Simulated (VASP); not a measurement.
As, 2 atoms in the cell. Symmetry: R-3m, No. 166, trigonal system. Conventional cell: a = 3.760 Å, b = 3.760 Å, c = 9.983 Å, α = 90.00°, β = 90.00°, γ = 120.00°. Within 3.3 Å of As (site symmetry 3m) lie 6 As at 2.52 to 2.99 Å. 

| Item | Value |
| --- | --- |
| Program | VASP 6.6.1 |
| Task | single point |
| Functional | LDA |
| Potentials or basis | VASP PAW LDA potentials, release 64 (As) |
| Cutoff | 500 eV |
| k mesh | 17 × 17 × 17 |
| Occupations | fermi-dirac, width 0.1 eV |
| Spin | no spin polarisation |
| Dipole correction | no |
| Further INCAR settings | ALGO = Normal; EDIFF = 1e-06; NBANDS = 12 |

Potentials or basis: VASP PAW LDA potentials, release 64 (As).

Run with:

```bash
$ cat potpaw_LDA.64/As/POTCAR > POTCAR
$ mpirun -np 1 vasp_std > vasp.out
```

Hardware: 1 thread of Intel Xeon 8259CL, with other jobs on the host.

Task: Estimate the wall time of this run.

Result: Run time: 4.8 min on 1 thread of Intel Xeon 8259CL, on a shared host, peak memory 0.3 GiB. Counts: scf iterations 10, k points 489.
